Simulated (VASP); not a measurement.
Wanted: the native input for a VASP 6.6.1 run.

- Task: single point
- Functional: PBE
- Potentials or basis: VASP PAW PBE potentials, release 64 (Zr_sv)
- Cutoff: 520 eV
- k mesh: 10 × 10 × 5
- Occupations: fermi-dirac, width 0.1 eV
- Spin: no spin polarisation
- Dipole correction: no
- Further INCAR settings: ALGO = Normal; EDIFF = 1e-06; NBANDS = 19

The structure of Zr lies in POSCAR:

```
Zr
1.0
    3.1626177608      0.0000000000      0.0000000000
   -1.5813088804      2.7389073233      0.0000000000
    0.0000000000      0.0000000000      5.0903288514
Zr
2
Direct
    0.3333333333      0.6666666667      0.2500000000
    0.6666666667      0.3333333333      0.7500000000
```

The input as run:

INCAR

```
PREC = Accurate ; ENCUT = 520
EDIFF = 1E-6 ; ISMEAR = -1
SIGMA = 0.1 ; LREAL = F
LASPH = T ; NELM = 100
ALGO = Normal ; ISIF = 2
LWAVE = F ; LCHARG = F
GGA = PE ; NBANDS = 19
```

KPOINTS

```
regular mesh
0
Gamma
  10 10 5
```

Potentials or basis: VASP PAW PBE potentials, release 64 (Zr_sv).

Run with:

```bash
$ cat potpaw_PBE.64/Zr_sv/POTCAR > POTCAR
$ mpirun -np 1 vasp_std > vasp.out
```

Results of the run:

* Pressure: 6.0 GPa
* Band gap on the k mesh: zero (bands 12 and 13 overlap by 1.19 eV)

Caveat: the cell stands under pressure.

Run time: 14 s on 1 thread of Intel(R) Xeon(R) Platinum 8488C (Sapphire Rapids), with other jobs on the host, peak memory 0.17 GiB.
